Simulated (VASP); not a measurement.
Input of a VASP 6.6.1 run:

POSCAR

```
Au
1.0
   -1.6790776720      1.6790776720      1.6790776720
    1.6790776720     -1.6790776720      1.6790776720
    1.6790776720      1.6790776720     -1.6790776720
Au
1
Direct
    0.0000000000      0.0000000000      0.0000000000
```

INCAR.step1

```
SYSTEM = Au
  PREC = Accurate
  ENCUT = 520
  ISMEAR = -1
  SIGMA = 0.05
  LREAL = .False.
  LASPH = .True.
  NELM = 60
  NBANDS = 12
  GGA = PE
  ALGO = Normal
  EDIFF = 1E-4
  LWAVE = .True.
  LCHARG = .False.
```

Contents of INCAR.step2:

```
SYSTEM = Au
  PREC = Accurate
  ENCUT = 520
  EDIFF = 1E-7
  ISMEAR = -1
  SIGMA = 0.05
  LREAL = .False.
  LASPH = .True.
  NELM = 60
  ALGO = Normal
  ISIF = 2
  LWAVE = .False.
  LCHARG = .False.
  METAGGA = R2SCAN
  LMIXTAU = .True.
  NBANDS = 12
  ISTART = 1
```

The input KPOINTS:

```
regular mesh
0
Gamma
  11 11 11
  0 0 0
```

Potentials or basis: VASP PAW PBE potentials, release 64 (Au).

The run is started by

```sh
$ cat potpaw_PBE.64/Au/POTCAR > POTCAR
$ cp INCAR.step1 INCAR
$ mpirun -np 1 vasp_std > vasp.out
$ cp INCAR.step2 INCAR
$ mpirun -np 1 vasp_std > vasp.out
```

Question: Estimate the pressure.

Answer: -8.4 GPa.

Caveat: the PAW data sets were made with another functional, which shifts forces and pressure a little.
